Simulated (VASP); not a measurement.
Here is a VASP 6.6.1 calculation.

File INCAR:

```
SYSTEM = F
PREC = Accurate ; ENCUT = 600
EDIFF = 1E-6 ; ISMEAR = 0
SIGMA = 0.02 ; LREAL = .False.
LASPH = .True. ; NELM = 100
ALGO = Normal ; ISIF = 4
LWAVE = .False. ; LCHARG = .False.
GGA = PE ; IVDW = 12
IBRION = 2 ; NSW = 50
EDIFFG = -0.01
```

KPOINTS

```
Automatic mesh
0
Gamma
  8 8 4
  0 0 0
```

POSCAR

```
F
1.0
    2.8035241590     -1.5884736304     -0.1340585735
    2.8035241590      1.5884736304     -0.1340585735
   -1.9107338925      0.0000000000      6.9971367364
F
4
Direct
    0.0787944681      0.0787944681      0.0961182367
    0.9212055319      0.9212055319      0.9038817633
    0.4995845753      0.4995845753      0.5964257768
    0.5004154247      0.5004154247      0.4035742232
```

Potentials or basis: VASP PAW PBE potentials, release 64 (F).

Command:

```bash
$ cat potpaw_PBE.64/F/POTCAR > POTCAR
$ mpirun -np 1 vasp_std > vasp.out
```

Q: What does it give for the dispersion energy per atom?

A: -0.031 eV.

Q: What does it give for the band gap on the k mesh?

A: 2.50 eV, indirect (least direct gap 2.57 eV).

The path:
```csv
step,energy change (eV),largest force (eV/Å),pressure (GPa),volume (Å³)
1,0.0000,0.9488,2.43,61.51
2,0.1895,2.1902,-5.76,61.51
3,-0.0239,0.0320,0.05,61.51
4,-0.0239,0.0095,0.11,61.51
5,-0.0239,0.0259,0.16,61.51
6,-0.0240,0.0269,0.16,61.51
7,-0.0241,0.0589,0.18,61.51
8,-0.0241,0.1238,0.19,61.51
9,-0.0241,0.0912,0.18,61.51
10,-0.0241,0.0883,0.18,61.51
11,-0.0242,0.0795,0.17,61.51
12,-0.0243,0.0624,0.15,61.51
13,-0.0244,0.0305,0.12,61.51
14,-0.0246,0.0381,0.11,61.51
15,-0.0246,0.0574,0.07,61.51
16,-0.0247,0.0423,0.13,61.51
17,-0.0247,0.0559,0.25,61.51
18,-0.0248,0.0223,0.21,61.51
19,-0.0248,0.0245,0.21,61.51
20,-0.0248,0.0229,0.23,61.51
21,-0.0248,0.0210,0.23,61.51
22,-0.0248,0.0093,0.18,61.51
```

Caveat: the cell differs from its parent crystal (volume scaled by 0.88). A k mesh can miss the band edges.
